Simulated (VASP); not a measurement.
# Al (R-3m) in VASP: a series of runs

The runs below take Al through single point, with r2SCAN.

Program: VASP 6.6.1. These are calculated values, not measurements. Logs are shortened: lines on timing, memory, paths and dates and some standing lists are left out, and cuts for length are marked.

## (1) The cell of the first run

Symmetry: R-3m, No. 166, trigonal system. Conventional cell: a = 4.014 Å, b = 4.014 Å, c = 3.466 Å, α = 90.00°, β = 90.00°, γ = 120.00°. Al (site symmetry -3m) has 12 Al at 2.59 to 3.27 Å within 3.4 Å.

## (2) Single point, r2SCAN

POSCAR

```
Al
1.0
   -1.2250919225      1.6129588632      1.6129588632
    1.6129588632     -1.2250919225      1.6129588632
    1.6129588632      1.6129588632     -1.2250919225
Al
1
Direct
    0.0000000000      0.0000000000      0.0000000000
```

INCAR.step1

```
SYSTEM = Al
PREC = Accurate ; ENCUT = 520
ISMEAR = 0 ; SIGMA = 0.15
LREAL = .FALSE. ; LASPH = .TRUE.
NELM = 100 ; NBANDS = 8
GGA = PE ; ALGO = Normal
EDIFF = 1E-4 ; LWAVE = .TRUE.
LCHARG = .FALSE.
```

INCAR.step2

```
SYSTEM = Al
PREC = Accurate ; ENCUT = 520
EDIFF = 1E-7 ; ISMEAR = 0
SIGMA = 0.15 ; LREAL = .FALSE.
LASPH = .TRUE. ; NELM = 100
ALGO = Normal ; ISIF = 2
LWAVE = .FALSE. ; LCHARG = .FALSE.
METAGGA = R2SCAN ; LMIXTAU = .TRUE.
NBANDS = 8 ; ISTART = 1
```

KPOINTS

```
regular mesh
0
G
  24 24 24
  0 0 0
```

Potentials or basis: VASP PAW PBE potentials, release 64 (Al).

The run is started by

```sh
cat potpaw_PBE.64/Al/POTCAR > POTCAR
cp INCAR.step1 INCAR
mpirun -np 1 vasp_std > vasp.out
cp INCAR.step2 INCAR
mpirun -np 1 vasp_std > vasp.out
```

OUTCAR:

```text
SYSTEM = Al
   PREC = Accurate
   ENCUT = 520
   EDIFF = 1E-7
   ISMEAR = 0
   LREAL = .FALSE.
   LASPH = .TRUE.
   NELM = 100
   ISIF = 2
   METAGGA = R2SCAN
   ISTART = 1

 ion  position               nearest neighbor table
   1  0.000  0.000  0.000-

  LATTYP: Found a trigonal (rhomboedric) cell.
 ALAT       =     2.5892320883
 COS(alpha) =    -0.2014297013

  Lattice vectors:

 A1 = (  -1.2250919225,   1.6129588632,   1.6129588632)
 A2 = (   1.6129588632,  -1.2250919225,   1.6129588632)
 A3 = (   1.6129588632,   1.6129588632,  -1.2250919225)

Analysis of symmetry for initial positions (statically):
=====================================================================
 Subroutine PRICEL returns:
 Original cell was already a primitive cell.

 Routine SETGRP: Setting up the symmetry group for a
 trigonal (rhombohedral) supercell.

 Subroutine GETGRP returns: Found 12 space group operations
 (whereof 12 operations were pure point group operations)
 out of a pool of 12 trial point group operations.

The static configuration has the point symmetry D_3d.

Analysis of symmetry for dynamics (positions and initial velocities):
=====================================================================
 Subroutine PRICEL returns:
 Original cell was already a primitive cell.

 Routine SETGRP: Setting up the symmetry group for a
 trigonal (rhombohedral) supercell.

 Subroutine GETGRP returns: Found 12 space group operations
 (whereof 12 operations were pure point group operations)
 out of a pool of 12 trial point group operations.

The dynamic configuration has the point symmetry D_3d.

 Subroutine INISYM returns: Found 12 space group operations
 (whereof 12 operations are pure point group operations),
 and found     1 'primitive' translations

----------------------------------------------------------------------------------------

                                     Primitive cell

  volume of cell :      16.1157

  direct lattice vectors                    reciprocal lattice vectors
    -1.225091923  1.612958863  1.612958863    -0.068305130  0.284049382  0.284049382
     1.612958863 -1.225091923  1.612958863     0.284049382 -0.068305130  0.284049382
     1.612958863  1.612958863 -1.225091923     0.284049382  0.284049382 -0.068305130

  length of vectors
     2.589232088  2.589232088  2.589232088     0.407472323  0.407472323  0.407472323

[... 74 lines left out ...]
   LSORBIT =      F    spin-orbit coupling
   LASPH  =      T    aspherical Exc in radial PAW
   ENCUT  =  520.0 eV  38.22 Ry    6.18 a.u.   4.81  4.81  4.81*2*pi/ulx,y,z
   NELM   =    100;   NELMIN=  2; NELMDL=  0     # of ELM steps
   EDIFF  = 0.1E-06   stopping-criterion for ELM
   LREAL  =      F    real-space projection
   EDIFFG = 0.1E-05   stopping-criterion for IOM
   NSW    =      0    number of steps for IOM
   IBRION =     -1    ionic relax: 0-MD 1-quasi-New 2-CG
   NFREE  =      0    steps in history (QN), initial steepest desc. (CG)
   ISIF   =      2    stress and relaxation
   ISYM   =      2    0-nonsym 1-usesym 2-fastsym
   POTIM  = 0.5000    time-step for ionic-motion
   TEBEG  =    0.0;   TEEND  =   0.0 temperature during run
   PSTRESS=    0.0 pullay stress
   NELECT =       3.0000    total number of electrons
   NUPDOWN=      -1.0000    fix difference up-down
   EMIN   =  10.00;   EMAX   =-10.00  energy-range for DOS
   EFERMI =   0.00;   METHOD = LEGACY
   ISMEAR =     0;   SIGMA  =   0.15  broadening in eV -4-tet -1-fermi 0-gaus
   EFERMI_NEDOS =   21; number of points for ismear=-14 and -15
   IALGO  =     38    algorithm
   IMIX   =      4    mixing-type and parameters
     AMIX     =   0.40;   BMIX     =  1.00
     AMIX_MAG =   1.60;   BMIX_MAG =  1.00
  volume/ion in A,a.u.               =      16.12       108.75
  Fermi-wavevector in a.u.,A,eV,Ry     =   0.934757  1.766435 11.888371  0.873771
  Thomas-Fermi vector in A             =   2.061595
   LORBIT       =      0    0 simple, 1 ext, 2 COOP (PROOUT), +10 PAW based schemes
   METAGGA = R2SCAN    functional components
   LHFCALC =     F    Hartree Fock is set to
   AEXX    =    0.0000 exact exchange contribution
   IVDW    =     0    specifies the selected vdW correction
   LEPSILON=     F    determine dielectric tensor
   LRPA    =     F    only Hartree local field effects (RPA)
 non-spin polarized calculation
 Gauss-broadening in eV      SIGMA  =   0.15
  energy-cutoff  :      520.00
  volume of cell :       16.12
 maximum number of plane-waves:       451
   NGX =  9   NGY =  9   NGZ =  9

 number of electron       3.0000000 magnetization

 Free energy of the ion-electron system (eV)
  ---------------------------------------------------
  ext. energy  EPLUGINS =         0.00000000
  ---------------------------------------------------
  free energy    TOTEN  =        -6.34206901 eV

  energy without entropy =       -6.33749375  energy(sigma->0) =       -6.33978138

 E-fermi :   8.1589     XC(G=0): -10.9688

 val. band max:        8.1455956443   @ k =  -0.4167   0.2500   0.0000
 cond. band min:       8.1677917626   @ k =  -0.2500  -0.3333   0.1667
 fundamental gap:      0.0221961183
 Fermi energy:         8.1588732008

 k-point     1 :       0.0000    0.0000    0.0000
  band No.  band energies     occupation
      1      -3.7950      2.00000
      2      18.3846      0.00000
      3      18.3846      0.00000
      4      20.2816      0.00000
      5      21.2890      0.00000
      6      21.2890      0.00000
      7      25.7421      0.00000
      8      30.8350      0.00000
[... 243 lines left out ...]
 k-point    24 :       0.4583    0.0417   -0.0000
  band No.  band energies     occupation
      1       1.8714      2.00000
      2       3.4186      2.00000
      3      17.5530      0.00000
      4      20.3009      0.00000
      5      21.7615      0.00000
      6      23.9497      0.00000
      7      29.9329      0.00000
      8      32.7551      0.00000

 [... further k-points ...]
[... 5 lines left out ...]
  --------------------------------------------------------------------------------------
  -------------------------------------------------------------------------------------
  Total        1.0573956      1.0573956      1.0573956     -0.5423695     -0.5423695     -0.5423695
  in kB      105.1231734    105.1231734    105.1231734    -53.9207904    -53.9207904    -53.9207904
  external PRESSURE =     105.1231734 kB  Pullay stress =       0.0000000 kB

 VOLUME and BASIS-vectors are now :
 -----------------------------------------------------------------------------
  energy-cutoff  :      520.00
  volume of cell :       16.12
      direct lattice vectors                 reciprocal lattice vectors
    -1.225091923  1.612958863  1.612958863    -0.068305130  0.284049382  0.284049382
     1.612958863 -1.225091923  1.612958863     0.284049382 -0.068305130  0.284049382
     1.612958863  1.612958863 -1.225091923     0.284049382  0.284049382 -0.068305130

 POSITION                                       TOTAL-FORCE (eV/Angst)
 -----------------------------------------------------------------------------------
      0.00000      0.00000      0.00000         0.000000      0.000000      0.000000
 -----------------------------------------------------------------------------------
    total drift:                               -0.000000     -0.000000     -0.000000

  FREE ENERGIE OF THE ION-ELECTRON SYSTEM (eV)
  ---------------------------------------------------
  free  energy   TOTEN  =        -6.3420690138 eV

  energy  without entropy=       -6.3374937541  energy(sigma->0) =       -6.33978138
```

Wall time 5.2 min (1 thread of AMD EPYC 7R13 (Zen 3), shared host); peak memory 0.21 GiB.

Results:

| Property | Result |
| --- | --- |
| Free energy | -6.3421 eV |
| Pressure | 10.5 GPa |

Levels at points of the mesh, in eV from the Fermi level:
| k point | band 1 | band 2 | band 3 | band 4 | band 5 |
| --- | --- | --- | --- | --- | --- |
| (0.00, 0.00, 0.00) | -11.95 | 10.23 | 10.23 | 12.12 | 13.13 |
| (0.50, 0.00, 0.00) | -5.61 | -5.54 | 10.12 | 12.48 | 13.20 |
| (0.50, 0.50, 0.00) | -3.28 | -1.60 | 2.87 | 4.45 | 15.89 |
| (0.50, 0.50, 0.50) | 1.91 | 1.91 | 3.67 | 3.67 | 4.61 |

Caveat: the PAW data sets were made with another functional, which shifts forces and pressure a little.

## (3) Single point, r2SCAN

This run uses another cell than the first one, of the same volume but with other edges.

POSCAR

```
Al
1.0
   -1.9560730289      1.6112334068      1.6112334068
    1.6112334068     -1.9560730289      1.6112334068
    1.6112334068      1.6112334068     -1.9560730289
Al
1
Direct
    0.0000000000      0.0000000000      0.0000000000
```

INCAR.step1

```
PREC = Accurate
ENCUT = 520
ISMEAR = 0
SIGMA = 0.15
LREAL = False
LASPH = True
NELM = 100
NBANDS = 8
GGA = PE
ALGO = Normal
EDIFF = 1E-4
LWAVE = True
LCHARG = False
```

INCAR.step2

```
PREC = Accurate
ENCUT = 520
EDIFF = 1E-6
ISMEAR = 0
SIGMA = 0.15
LREAL = False
LASPH = True
NELM = 100
ALGO = Normal
ISIF = 2
LWAVE = False
LCHARG = False
METAGGA = R2SCAN
LMIXTAU = True
NBANDS = 8
ISTART = 1
```

KPOINTS

```
Automatic mesh
0
Gamma
  24 24 24
```

Potentials or basis: VASP PAW PBE potentials, release 64 (Al).

The run is started by

```sh
cat potpaw_PBE.64/Al/POTCAR > POTCAR
cp INCAR.step1 INCAR
mpirun -np 1 vasp_std > vasp.out
cp INCAR.step2 INCAR
mpirun -np 1 vasp_std > vasp.out
```

Wall time 8.1 min (1 thread of AMD EPYC 7R13 (Zen 3), shared host); peak memory 0.23 GiB.

Results (log left out):

| Property | Result |
| --- | --- |
| Free energy | -5.8378 eV |
| Pressure | 23.1 GPa |

Stress tensor (GPa, compression positive):
```
23.15 28.88 28.88
28.88 23.15 28.88
28.88 28.88 23.15
```

Levels at points of the mesh, in eV from the Fermi level:
```tsv
k point	band 1	band 2	band 3	band 4
(0.00, 0.00, 0.00)	-11.95	10.07	10.07	10.48
(0.50, 0.00, 0.00)	-3.21	-0.92	8.03	8.80
(0.50, 0.50, 0.00)	-6.15	-5.62	5.23	6.10
(0.50, 0.50, 0.50)	0.42	3.77	3.77	4.32
```

Caveat: the PAW data sets were made with another functional, which shifts forces and pressure a little.

## (4) Single point, r2SCAN

This run uses another cell than the first one, of the same volume but with other edges.

POSCAR

```
Al
1.0
   -2.3389449096      1.6706749354      1.6706749354
    1.6706749354     -2.3389449096      1.6706749354
    1.6706749354      1.6706749354     -2.3389449096
Al
1
Direct
    0.0000000000      0.0000000000      0.0000000000
```

INCAR.step1

```
SYSTEM = Al
PREC     = Accurate       ! precision mode
ENCUT    = 520            ! plane-wave cutoff, eV
ISMEAR   = 0              ! smearing method
SIGMA    = 0.15           ! smearing width, eV
LREAL    = .FALSE.        ! projectors in reciprocal space
LASPH    = .TRUE.         ! aspherical terms in the spheres
NELM     = 80             ! most SCF steps
NBANDS   = 8              ! bands
GGA      = PE             ! functional
ALGO     = Normal         ! electronic algorithm
EDIFF    = 1E-4           ! SCF threshold, eV
LWAVE    = .TRUE.         ! write WAVECAR
LCHARG   = .FALSE.        ! write CHGCAR
```

INCAR.step2

```
SYSTEM = Al
PREC     = Accurate       ! precision mode
ENCUT    = 520            ! plane-wave cutoff, eV
EDIFF    = 1E-7           ! SCF threshold, eV
ISMEAR   = 0              ! smearing method
SIGMA    = 0.15           ! smearing width, eV
LREAL    = .FALSE.        ! projectors in reciprocal space
LASPH    = .TRUE.         ! aspherical terms in the spheres
NELM     = 80             ! most SCF steps
ALGO     = Normal         ! electronic algorithm
ISIF     = 2              ! what is computed and relaxed
LWAVE    = .FALSE.        ! write WAVECAR
LCHARG   = .FALSE.        ! write CHGCAR
METAGGA  = R2SCAN         ! meta-GGA
LMIXTAU  = .TRUE.       
NBANDS   = 8              ! bands
ISTART   = 1
```

KPOINTS

```
regular mesh
0
G
  24 24 24
  0 0 0
```

The run is started by

```sh
cat potpaw_PBE.64/Al/POTCAR > POTCAR
cp INCAR.step1 INCAR
mpirun -np 1 vasp_std > vasp.out
cp INCAR.step2 INCAR
mpirun -np 1 vasp_std > vasp.out
```

Wall time 11 min (1 thread of Intel Xeon 6975P-C, shared host); peak memory 0.28 GiB.

Results (log left out):

| Property | Result |
| --- | --- |
| Free energy | -0.8907 eV |
| Pressure | 106.4 GPa |

Stress tensor (GPa, compression positive):
```
106.37 120.16 120.16
120.16 106.37 120.16
120.16 120.16 106.37
```

Levels at points of the mesh, in eV from the Fermi level:
| k point | band 1 | band 2 | band 3 | band 4 |
| --- | --- | --- | --- | --- |
| (0.00, 0.00, 0.00) | -11.47 | 4.40 | 4.40 | 7.66 |
| (0.50, 0.00, 0.00) | -0.03 | 4.13 | 9.35 | 10.33 |
| (0.50, 0.50, 0.00) | -7.71 | -5.67 | 1.54 | 3.97 |
| (0.50, 0.50, 0.50) | 1.45 | 6.26 | 6.26 | 9.32 |

Caveat: the PAW data sets were made with another functional, which shifts forces and pressure a little.

## (5) Single point, r2SCAN

This run uses another cell than the first one, of the same volume but with other edges.

POSCAR

```
Al
1.0
   -2.1381448172      1.6350519191      1.6350519191
    1.6350519191     -2.1381448172      1.6350519191
    1.6350519191      1.6350519191     -2.1381448172
Al
1
Direct
    0.0000000000      0.0000000000      0.0000000000
```

INCAR.step1

```
PREC = Accurate
ENCUT = 520
ISMEAR = 0
SIGMA = 0.15
LREAL = F
LASPH = T
NELM = 80
NBANDS = 8
GGA = PE
ALGO = Normal
EDIFF = 1E-4
LWAVE = T
LCHARG = F
```

INCAR.step2

```
PREC = Accurate
ENCUT = 520
EDIFF = 1E-7
ISMEAR = 0
SIGMA = 0.15
LREAL = F
LASPH = T
NELM = 80
ALGO = Normal
ISIF = 2
LWAVE = F
LCHARG = T
METAGGA = R2SCAN
LMIXTAU = T
LELF = T
LVHAR = T
NBANDS = 8
ISTART = 1
```

KPOINTS

```
regular mesh
0
Gamma
  24 24 24
```

The run is started by

```sh
cat potpaw_PBE.64/Al/POTCAR > POTCAR
cp INCAR.step1 INCAR
mpirun -np 1 vasp_std > vasp.out
cp INCAR.step2 INCAR
mpirun -np 1 vasp_std > vasp.out
```

Run time: 5.2 min. Hardware: 1 thread of Intel Xeon 6975P-C, shared host; peak memory 0.26 GiB.

Results (log left out):

```
Free energy : -4.3225 eV
Pressure    : 56.8 GPa
```

Stress tensor (GPa, compression positive):
```
56.78 66.01 66.01
66.01 56.78 66.01
66.01 66.01 56.78
```

Levels at points of the mesh, in eV from the Fermi level:
```csv
k point,band 1,band 2,band 3,band 4,band 5,band 6
"(0.00, 0.00, 0.00)",-11.64,7.33,7.33,9.03,9.51,9.51
"(0.50, 0.00, 0.00)",-1.82,1.42,9.01,9.25,10.41,12.14
"(0.50, 0.50, 0.00)",-6.85,-5.61,3.49,4.99,19.67,20.86
"(0.50, 0.50, 0.50)",0.61,4.93,4.93,6.51,6.51,8.73
```

Caveat: the PAW data sets were made with another functional, which shifts forces and pressure a little.

## (6) Single point, r2SCAN

This run uses another cell than the first one, of the same volume but with other edges.

POSCAR

```
Al
1.0
   -1.7637872346      1.5958074980      1.5958074980
    1.5958074980     -1.7637872346      1.5958074980
    1.5958074980      1.5958074980     -1.7637872346
Al
1
Direct
    0.0000000000      0.0000000000      0.0000000000
```

INCAR.step1

```
SYSTEM = Al
ALGO = Normal
EDIFF = 1E-4
ENCUT = 520
GGA = PE
ISMEAR = 0
LASPH = .True.
LCHARG = .False.
LREAL = .False.
LWAVE = .True.
NBANDS = 8
NELM = 60
PREC = Accurate
SIGMA = 0.15
```

INCAR.step2

```
SYSTEM = Al
ALGO = Normal
EDIFF = 1E-6
ENCUT = 520
ISIF = 2
ISMEAR = 0
ISTART = 1
LASPH = .True.
LCHARG = .True.
LELF = .True.
LMIXTAU = .True.
LREAL = .False.
LVHAR = .True.
LWAVE = .False.
METAGGA = R2SCAN
NBANDS = 8
NELM = 60
PREC = Accurate
SIGMA = 0.15
```

KPOINTS

```
k-points
0
Gamma
  24 24 24
  0 0 0
```

Potentials or basis: VASP PAW PBE potentials, release 64 (Al).

The run is started by

```sh
cat potpaw_PBE.64/Al/POTCAR > POTCAR
cp INCAR.step1 INCAR
mpirun -np 1 vasp_std > vasp.out
cp INCAR.step2 INCAR
mpirun -np 1 vasp_std > vasp.out
```

Run time: 5 min. Hardware: 1 thread of Intel Xeon 6975P-C, shared host; peak memory 0.26 GiB.

It converged, with:

```yaml
Free_energy: -6.4968 eV
Pressure: 4.4 GPa
```

Stress tensor (GPa, compression positive):
```
4.38 8.96 8.96
8.96 4.38 8.96
8.96 8.96 4.38
```

Levels at points of the mesh, in eV from the Fermi level:
```
           k point  band 1  band 2  band 3  band 4
(0.00, 0.00, 0.00)  -12.01   12.46   13.20   13.20
(0.50, 0.00, 0.00)   -4.16   -2.77    8.17    8.62
(0.50, 0.50, 0.00)   -5.27   -5.07    7.50    7.78
(0.50, 0.50, 0.50)    1.09    2.85    2.85    3.12
```

Caveat: the PAW data sets were made with another functional, which shifts forces and pressure a little.

## (7) Overview

```csv
cell,gap on the mesh (eV),pressure (GPa)
"a = 2.589 Å, angles 101.6°, 1 atom",none,10.5
"a = 3.003 Å, angles 114.3°, 1 atom",none,23.1
"a = 3.325 Å, angles 117.0°, 1 atom",none,106.4
"a = 3.149 Å, angles 115.8°, 1 atom",none,56.8
"a = 2.864 Å, angles 112.1°, 1 atom",none,4.4
```

Alike in all rows: task single point; level r2SCAN; potentials or basis VASP PAW PBE potentials, release 64 (Al); no spin polarisation; k mesh 24 × 24 × 24; cutoff (eV) 520; smearing gaussian 0.15 eV.

Caveats: the PAW data sets were made with another functional, which shifts forces and pressure a little.

Total energies depend on the potentials used, so only differences within one code and one set of settings carry meaning.
